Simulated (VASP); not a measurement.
Set up this calculation in VASP 6.6.1, as the native input.

- Task: relaxation of cell and atoms
- Functional: PBE
- Potentials or basis: VASP PAW PBE potentials, release 64 (H, Mo_sv)
- Cutoff: 600 eV
- k mesh: 12 × 12 × 6
- Occupations: gaussian, width 0.1 eV
- Spin: no spin polarisation
- Dipole correction: no
- Further INCAR settings: ALGO = Normal; EDIFF = 1e-06; IBRION = 2; EDIFFG = -0.01; NSW = 100; ISIF = 3

The structure of Mo3H lies in POSCAR:

```
Mo3H
1.0
    2.8813448285      0.0000000000      0.0000000000
   -1.4406724143      2.4953178186      0.0000000000
    0.0000000000      0.0000000000      6.9601061171
H Mo
1 3
Direct
    0.0000000000      0.0000000000      0.5000000000
    0.6666666667      0.3333333333      0.6742801413
    0.3333333333      0.6666666667      0.3257198587
    0.0000000000      0.0000000000      0.0000000000
```

These files were run (other wordings do the same):

INCAR

```
PREC = Accurate
ENCUT = 600
EDIFF = 1E-6
ISMEAR = 0
SIGMA = 0.1
LREAL = F
LASPH = T
NELM = 80
ALGO = Normal
ISIF = 3
LWAVE = F
LCHARG = F
GGA = PE
IBRION = 2
NSW = 100
EDIFFG = -0.01
```

KPOINTS

```
Automatic mesh
0
Gamma
  12 12 6
```

Potentials or basis: VASP PAW PBE potentials, release 64 (H, Mo_sv).

Launch:

```sh
$ cat potpaw_PBE.64/H/POTCAR potpaw_PBE.64/Mo_sv/POTCAR > POTCAR
$ mpirun -np 1 vasp_std > vasp.out
```

It gave:

```
Relaxed volume                        : 12.52 Å³/atom
Relaxed cell                          : a = 2.873 Å, b = 2.873 Å, c = 7.005 Å, α = 90.00°, β = 90.00°, γ = 120.00°
Space group after relaxing (to 0.1 Å) : P-3m1 (No. 164)
Energy gained by relaxing             : 0.6 meV/atom
Ionic steps                           : 7
Pressure after relaxing               : 0.0 GPa
Largest force after relaxing          : 0.004 eV/Å
Band gap on the k mesh                : zero (an odd number of electrons rules out a gap without spin polarisation)
```

Run time: 8.2 min on 1 thread of Intel Xeon 8259CL (shared host), peak memory 0.27 GiB.
